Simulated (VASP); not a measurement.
# Hf2S (P6_3/mmc) in VASP: further runs

Aim: see how the results for Hf2S move with the level of theory and the settings. Levels: r2SCAN+rVV10, r2SCAN. Tasks: single point.

Program: VASP 6.6.1. These are calculated values, not measurements. Logs are shortened: lines on timing, memory, paths and dates and some standing lists are left out, and cuts for length are marked.

### Step 1. The cell of the first run

The structure is hexagonal, space group P6_3/mmc (No. 194). Conventional cell: a = 3.369 Å, b = 3.369 Å, c = 11.716 Å, α = 90.00°, β = 90.00°, γ = 120.00°. Hf (site symmetry 3m) has 3 S at 2.62 Å and 10 Hf at 3.05 to 3.51 Å within 3.6 Å. S (site symmetry -6m2) has 6 Hf at 2.62 Å and 6 S at 3.37 Å within 3.5 Å.

### Step 2. Single point, r2SCAN+rVV10

The input, POSCAR:

```
Hf2S
1.0
    3.3686896524      0.0000000000      0.0000000000
   -1.6843448262      2.9173708165      0.0000000000
    0.0000000000      0.0000000000     11.7159691178
Hf S
4 2
Direct
    0.6666666667      0.3333333333      0.8997324987
    0.3333333333      0.6666666667      0.3997324987
    0.6666666667      0.3333333333      0.6002675013
    0.3333333333      0.6666666667      0.1002675013
    0.0000000000      0.0000000000      0.7500000000
    0.0000000000      0.0000000000      0.2500000000
```

The input, INCAR.step1:

```
SYSTEM = Hf2S
ALGO     = Normal         ! electronic algorithm
EDIFF    = 1E-4           ! SCF threshold, eV
ENCUT    = 520            ! plane-wave cutoff, eV
GGA      = PE             ! functional
ISMEAR   = 0              ! smearing method
LASPH    = .True.         ! aspherical terms in the spheres
LCHARG   = .False.        ! write CHGCAR
LREAL    = .False.        ! projectors in reciprocal space
LWAVE    = .True.         ! write WAVECAR
NBANDS   = 35             ! bands
NELM     = 60             ! most SCF steps
PREC     = Accurate       ! precision mode
SIGMA    = 0.1            ! smearing width, eV
```

The input, INCAR.step2:

```
SYSTEM = Hf2S
ALGO     = Normal         ! electronic algorithm
BPARAM   = 11.95        
CPARAM   = 0.0093       
EDIFF    = 1E-6           ! SCF threshold, eV
ENCUT    = 520            ! plane-wave cutoff, eV
ISIF     = 2              ! what is computed and relaxed
ISMEAR   = 0              ! smearing method
ISTART   = 1            
IVDW_NL  = 2            
LASPH    = .True.         ! aspherical terms in the spheres
LCHARG   = .False.        ! write CHGCAR
LMIXTAU  = .True.       
LREAL    = .False.        ! projectors in reciprocal space
LUSE_VDW = .True.       
LWAVE    = .False.        ! write WAVECAR
METAGGA  = R2SCAN         ! meta-GGA
NBANDS   = 35             ! bands
NELM     = 60             ! most SCF steps
PREC     = Accurate       ! precision mode
SIGMA    = 0.1            ! smearing width, eV
```

The input, KPOINTS:

```
k-points
0
Gamma
  12 12 4
  0 0 0
```

Potentials or basis: VASP PAW PBE potentials, release 64 (Hf_pv, S).

Launch:

```console
$ cat potpaw_PBE.64/Hf_pv/POTCAR potpaw_PBE.64/S/POTCAR > POTCAR
$ cp INCAR.step1 INCAR
$ mpirun -np 1 vasp_std > vasp.out
$ cp INCAR.step2 INCAR
$ mpirun -np 1 vasp_std > vasp.out
```

OUTCAR:

```text
SYSTEM = Hf2S
   BPARAM = 11.95
   EDIFF = 1E-6
   ENCUT = 520
   ISIF = 2
   ISMEAR = 0
   ISTART = 1
   IVDW_NL = 2
   LASPH = .True.
   LREAL = .False.
   METAGGA = R2SCAN
   NELM = 60
   PREC = Accurate

 ion  position               nearest neighbor table
   1  0.667  0.333  0.900-   5 2.62   5 2.62   5 2.62   4 3.05   4 3.05   4 3.05   3 3.51
   2  0.333  0.667  0.400-   6 2.62   6 2.62   6 2.62   3 3.05   3 3.05   3 3.05   4 3.51
   3  0.667  0.333  0.600-   5 2.62   5 2.62   5 2.62   2 3.05   2 3.05   2 3.05   1 3.51
   4  0.333  0.667  0.100-   6 2.62   6 2.62   6 2.62   1 3.05   1 3.05   1 3.05   2 3.51
   5  0.000  0.000  0.750-   1 2.62   3 2.62   1 2.62   3 2.62   1 2.62   3 2.62
   6  0.000  0.000  0.250-   2 2.62   4 2.62   2 2.62   4 2.62   2 2.62   4 2.62

  LATTYP: Found a hexagonal cell.
 ALAT       =     3.3686896524
 C/A-ratio  =     3.4779010021

  Lattice vectors:

 A1 = (   3.3686896524,   0.0000000000,   0.0000000000)
 A2 = (  -1.6843448262,   2.9173708165,   0.0000000000)
 A3 = (   0.0000000000,   0.0000000000,  11.7159691178)

Analysis of symmetry for initial positions (statically):
=====================================================================
 Subroutine PRICEL returns:
 Original cell was already a primitive cell.

 Routine SETGRP: Setting up the symmetry group for a
 hexagonal supercell.

 Subroutine GETGRP returns: Found 24 space group operations
 (whereof 12 operations were pure point group operations)
 out of a pool of 24 trial point group operations.

The static configuration has the point symmetry D_3d.
 The point group associated with its full space group is D_6h.

Analysis of symmetry for dynamics (positions and initial velocities):
=====================================================================
 Subroutine PRICEL returns:
 Original cell was already a primitive cell.

 Routine SETGRP: Setting up the symmetry group for a
 hexagonal supercell.

 Subroutine GETGRP returns: Found 24 space group operations
 (whereof 12 operations were pure point group operations)
 out of a pool of 24 trial point group operations.

The dynamic configuration has the point symmetry D_3d.
 The point group associated with its full space group is D_6h.

 Subroutine INISYM returns: Found 24 space group operations
 (whereof 12 operations are pure point group operations),
 and found     1 'primitive' translations

[... 107 lines left out ...]
   NFREE  =      0    steps in history (QN), initial steepest desc. (CG)
   ISIF   =      2    stress and relaxation
   ISYM   =      2    0-nonsym 1-usesym 2-fastsym
   POTIM  = 0.5000    time-step for ionic-motion
   TEBEG  =    0.0;   TEEND  =   0.0 temperature during run
   PSTRESS=    0.0 pullay stress
   NELECT =      52.0000    total number of electrons
   NUPDOWN=      -1.0000    fix difference up-down
   EMIN   =  10.00;   EMAX   =-10.00  energy-range for DOS
   EFERMI =   0.00;   METHOD = LEGACY
   ISMEAR =     0;   SIGMA  =   0.10  broadening in eV -4-tet -1-fermi 0-gaus
   EFERMI_NEDOS =   21; number of points for ismear=-14 and -15
   IALGO  =     38    algorithm
   IMIX   =      4    mixing-type and parameters
     AMIX     =   0.40;   BMIX     =  1.00
     AMIX_MAG =   1.60;   BMIX_MAG =  1.00
  volume/ion in A,a.u.               =      19.19       129.50
  Fermi-wavevector in a.u.,A,eV,Ry     =   1.256027  2.373547 21.464605  1.577604
  Thomas-Fermi vector in A             =   2.389755
   LORBIT       =      0    0 simple, 1 ext, 2 COOP (PROOUT), +10 PAW based schemes
   METAGGA = R2SCAN    functional components
   LHFCALC =     F    Hartree Fock is set to
   AEXX    =    0.0000 exact exchange contribution
   IVDW_NL    =     2    kernel type
   BPARAM     =11.9500
   IVDW    =     0    specifies the selected vdW correction
   LEPSILON=     F    determine dielectric tensor
   LRPA    =     F    only Hartree local field effects (RPA)
 non-spin polarized calculation
 Gauss-broadening in eV      SIGMA  =   0.10
  energy-cutoff  :      520.00
  volume of cell :      115.14
 maximum number of plane-waves:      3136
 NGX is ok and might be reduce to    28
   NGX = 13   NGY = 13   NGZ = 43

 number of electron      52.0000003 magnetization

 Free energy of the ion-electron system (eV)
  ---------------------------------------------------
  ext. energy  EPLUGINS =         0.00000000
  ---------------------------------------------------
  free energy    TOTEN  =      -202.85563869 eV

  energy without entropy =     -202.84196720  energy(sigma->0) =     -202.84880294

 E-fermi :   6.5537     XC(G=0): -12.1835

 val. band max:        6.5532739689   @ k =   0.3333   0.2500   0.0000
 cond. band min:       6.5579793627   @ k =   0.0833   0.0833   0.2500
 fundamental gap:      0.0047053938
 Fermi energy:         6.5536775416

 k-point     1 :       0.0000    0.0000    0.0000
  band No.  band energies     occupation
      1     -26.0562      2.00000
      2     -25.9363      2.00000
      3     -25.5866      2.00000
      4     -25.5007      2.00000
      5     -25.5007      2.00000
      6     -25.4912      2.00000
[... 901 lines left out ...]
     34       9.6846      0.00000
     35      10.1015      0.00000

 [... further k-points ...]

------------------------ aborting loop because EDIFF is reached ----------------------------------------

  FORCE on cell =-STRESS in cart. coord.  units (eV):
  Direction    XX          YY          ZZ          XY          YZ          ZX
  --------------------------------------------------------------------------------------
  -------------------------------------------------------------------------------------
  Total       -0.2913027     -0.2913027     -0.3513582      0.0000000      0.0000000     -0.0000000
  in kB       -4.0534442     -4.0534442     -4.8891107      0.0000000      0.0000000     -0.0000000
  external PRESSURE =      -4.3319997 kB  Pullay stress =       0.0000000 kB

 VOLUME and BASIS-vectors are now :
 -----------------------------------------------------------------------------
  energy-cutoff  :      520.00
  volume of cell :      115.14
      direct lattice vectors                 reciprocal lattice vectors
     3.368689652  0.000000000  0.000000000     0.296851329  0.171387195  0.000000000
    -1.684344826  2.917370817  0.000000000     0.000000000  0.342774389  0.000000000
     0.000000000  0.000000000 11.715969118     0.000000000  0.000000000  0.085353588

 POSITION                                       TOTAL-FORCE (eV/Angst)
 -----------------------------------------------------------------------------------
      1.68434      0.97246     10.54124        -0.000000     -0.000000     -0.021001
     -0.00000      1.94491      4.68325        -0.000000     -0.000000     -0.021001
      1.68434      0.97246      7.03272        -0.000000     -0.000000      0.021001
     -0.00000      1.94491      1.17473         0.000000     -0.000000      0.021001
      0.00000      0.00000      8.78698        -0.000000      0.000000      0.000000
      0.00000      0.00000      2.92899         0.000000     -0.000000      0.000000
 -----------------------------------------------------------------------------------
    total drift:                               -0.000000     -0.000000      0.000000

  FREE ENERGIE OF THE ION-ELECTRON SYSTEM (eV)
  ---------------------------------------------------
  free  energy   TOTEN  =      -202.8556386872 eV

  energy  without entropy=     -202.8419671995  energy(sigma->0) =     -202.84880294
```

OUTCAR.step1:

```text
SYSTEM = Hf2S
   EDIFF = 1E-4
   ENCUT = 520
   GGA = PE
   ISMEAR = 0
   LASPH = .True.
   LREAL = .False.
   NELM = 60
[... 1150 lines left out ...]
     -0.00000      1.94491      1.17473         0.000000     -0.000000      0.088058
      0.00000      0.00000      8.78698        -0.000000      0.000000      0.000000
      0.00000      0.00000      2.92899        -0.000000     -0.000000      0.000000
 -----------------------------------------------------------------------------------
    total drift:                               -0.000000     -0.000000      0.000000

  FREE ENERGIE OF THE ION-ELECTRON SYSTEM (eV)
  ---------------------------------------------------
  free  energy   TOTEN  =       -54.1263309934 eV

  energy  without entropy=      -54.1113255857  energy(sigma->0) =      -54.11882829
```

It took 26 min on 1 thread of Oxide Virtual Turin-like, shared host; peak memory 0.61 GiB.

What came out:

| Quantity | Value |
| --- | --- |
| Free energy | -202.8556 eV |
| Pressure | -0.4 GPa |
| Largest force | 0.021 eV/Å |
| Band gap on the k mesh | zero (bands 26 and 27 overlap by 0.92 eV) |

Forces in eV/Å, atoms in the order of the input:
```
Hf   0.000  0.000 -0.021
Hf   0.000  0.000 -0.021
Hf   0.000  0.000  0.021
Hf   0.000  0.000  0.021
S    0.000  0.000  0.000
S    0.000  0.000  0.000
```

Stress tensor (GPa, compression positive):
```
-0.41  0.00  0.00
 0.00 -0.41  0.00
 0.00  0.00 -0.49
```

Caveat: the PAW data sets were made with another functional, which shifts forces and pressure a little; spin-orbit coupling is left out, which moves the levels of the heavy elements.

### Step 3. Single point, r2SCAN

This run uses another cell than the first one, of 19.38 Å³/atom.

The input, POSCAR:

```
Hf2S
1.0
    3.3817175036      0.0000000000      0.0000000000
   -1.6908587518      2.9286532666      0.0000000000
    0.0000000000      0.0000000000     11.7396967603
Hf S
4 2
Direct
    0.6666666667      0.3333333333      0.8997461220
    0.3333333333      0.6666666667      0.3997461220
    0.6666666667      0.3333333333      0.6002538780
    0.3333333333      0.6666666667      0.1002538780
    0.0000000000      0.0000000000      0.7500000000
    0.0000000000      0.0000000000      0.2500000000
```

The input, INCAR.step1:

```
SYSTEM = Hf2S
PREC = Accurate
ENCUT = 520
ISMEAR = 0
SIGMA = 0.1
LREAL = .FALSE.
LASPH = .TRUE.
NELM = 60
NBANDS = 35
GGA = PE
ALGO = Normal
EDIFF = 1E-4
LWAVE = .TRUE.
LCHARG = .FALSE.
```

The input, INCAR.step2:

```
SYSTEM = Hf2S
PREC = Accurate
ENCUT = 520
EDIFF = 1E-6
ISMEAR = 0
SIGMA = 0.1
LREAL = .FALSE.
LASPH = .TRUE.
NELM = 60
ALGO = Normal
ISIF = 2
LWAVE = .FALSE.
LCHARG = .TRUE.
METAGGA = R2SCAN
LMIXTAU = .TRUE.
LELF = .TRUE.
LVHAR = .TRUE.
NBANDS = 35
ISTART = 1
```

The input, KPOINTS:

```
regular mesh
0
G
  12 12 4
  0 0 0
```

Potentials or basis: VASP PAW PBE potentials, release 64 (Hf_pv, S).

Launch:

```console
$ cat potpaw_PBE.64/Hf_pv/POTCAR potpaw_PBE.64/S/POTCAR > POTCAR
$ cp INCAR.step1 INCAR
$ mpirun -np 1 vasp_std > vasp.out
$ cp INCAR.step2 INCAR
$ mpirun -np 1 vasp_std > vasp.out
```

Wall time 32 min (1 thread of Oxide Virtual Turin-like, shared host); peak memory 0.36 GiB.

It converged, with:

| Item | Value |
| --- | --- |
| Free energy | -203.6969 eV |
| Pressure | -0.9 GPa |
| Largest force | 0.013 eV/Å |
| Band gap on the k mesh | zero (bands 26 and 27 overlap by 0.89 eV) |

Forces on the atoms (eV/Å):
```
Hf   0.000  0.000 -0.013
Hf   0.000  0.000 -0.013
Hf   0.000  0.000  0.013
Hf   0.000  0.000  0.013
S    0.000  0.000  0.000
S    0.000  0.000  0.000
```

Stress tensor (GPa, compression positive):
```
-0.85  0.00  0.00
 0.00 -0.85  0.00
 0.00  0.00 -0.96
```

Levels at points of the mesh, in eV from the Fermi level:
```
           k point  band 22  band 23  band 24  band 25  band 26  band 27  band 28  band 29  band 30  band 31
(0.00, 0.00, 0.00)    -3.26    -2.00    -0.37    -0.04     0.41     0.41     0.51     0.51     0.81     0.81
(0.50, 0.00, 0.00)    -2.60    -2.08    -1.58    -1.56    -1.08    -0.48     0.84     1.06     2.46     3.33
(0.00, 0.00, 0.50)    -3.81    -1.42    -1.42     0.36     0.36     0.36     0.36     1.39     1.39     1.59
(0.50, 0.00, 0.50)    -2.55    -1.98    -1.98    -1.36    -1.36     0.33     0.33     1.39     1.39     3.94
```

Caveat: the PAW data sets were made with another functional, which shifts forces and pressure a little; spin-orbit coupling is left out, which moves the levels of the heavy elements.
